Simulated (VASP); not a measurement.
## Ca3Zr2N: relaxation of cell and atoms with PBE

The system is Ca3Zr2N.

```
CELL_PARAMETERS angstrom
5.33757 0.00000 0.00000
0.00000 5.33757 0.00000
0.00000 0.00000 5.02632
ATOMIC_POSITIONS crystal
Ca 0.00000 0.00000 0.00000
Ca 0.00000 0.50000 0.50000
Ca 0.50000 0.00000 0.50000
Zr 0.00000 0.00000 0.50000
Zr 0.50000 0.50000 0.50000
N 0.50000 0.50000 0.00000
```

The cell was generated, and may not be a known phase.

* Program: VASP 6.6.1
* Task: relaxation of cell and atoms
* Functional: PBE
* Potentials or basis: VASP PAW PBE potentials, release 64 (Ca_sv, Zr_sv, N)
* Cutoff: 600 eV
* k mesh: 4 × 4 × 4
* Occupations: gaussian, width 0.1 eV
* Spin: no spin polarisation
* Dipole correction: no
* Further INCAR settings: ALGO = Normal; EDIFF = 1e-07; IBRION = 2; EDIFFG = -0.04; NSW = 90; ISIF = 3

```json
{"Relaxed volume": "31.54 Å³/atom", "Relaxed cell": "a = 6.397 Å, b = 6.397 Å, c = 4.624 Å, α = 90.00°, β = 90.00°, γ = 90.00°", "Space group after relaxing (to 0.1 Å)": "P4/mmm (No. 123)", "Energy gained by relaxing": "429.5 meV/atom", "Ionic steps": "7", "Pressure after relaxing": "-0.1 GPa", "Band gap on the k mesh": "zero (an odd number of electrons rules out a gap without spin polarisation)"}
```

Stress tensor (GPa, compression positive):
```
-0.12  0.00  0.00
 0.00 -0.12  0.00
 0.00  0.00  0.01
```

The path:
| step | energy change (eV) | largest force (eV/Å) | pressure (GPa) | volume (Å³) |
| --- | --- | --- | --- | --- |
| 1 | 0.0000 | 0.0000 | 9.16 | 143.20 |
| 2 | -2.2029 | 0.0000 | 1.33 | 172.12 |
| 3 | -2.5167 | 0.0000 | -0.53 | 186.52 |
| 4 | -2.5476 | 0.0000 | -0.93 | 191.62 |
| 5 | -2.5501 | 0.0000 | -1.04 | 193.11 |
| 6 | -2.5699 | 0.0000 | 0.47 | 187.35 |
| 7 | -2.5771 | 0.0000 | -0.08 | 189.23 |

Final structure:
```
CELL_PARAMETERS angstrom
6.39728 0.00000 0.00000
0.00000 6.39728 0.00000
0.00000 0.00000 4.62390
ATOMIC_POSITIONS crystal
Ca 0.00000 0.00000 0.00000
Ca 0.00000 0.50000 0.50000
Ca 0.50000 0.00000 0.50000
Zr 0.00000 0.00000 0.50000
Zr 0.50000 0.50000 0.50000
N 0.50000 0.50000 0.00000
```

Levels at points of the mesh, in eV from the Fermi level:
```csv
k point,band 26,band 27,band 28,band 29,band 30,band 31,band 32,band 33
"(0.00, 0.00, 0.00)",-1.13,-1.13,-0.98,-0.76,-0.30,-0.06,-0.06,1.09
"(0.50, 0.00, 0.00)",-1.04,-0.68,-0.57,-0.41,-0.28,0.14,0.23,0.33
"(0.50, 0.50, 0.00)",-0.96,-0.96,-0.79,-0.26,0.35,0.35,0.59,0.70
"(0.00, 0.00, 0.50)",-0.85,-0.39,-0.30,0.10,0.17,0.17,0.19,1.11
"(0.50, 0.00, 0.50)",-1.34,-0.21,-0.05,0.03,0.09,0.43,0.52,0.68
"(0.50, 0.50, 0.50)",-0.65,-0.34,-0.34,0.06,0.47,0.47,0.80,1.10
```

It took 25 min on 1 thread of Oxide Virtual Turin-like Processor, on a shared host, peak memory 0.33 GiB.

Caveat: the volume moved by over 15 % at a fixed basis, so the end points are rough.
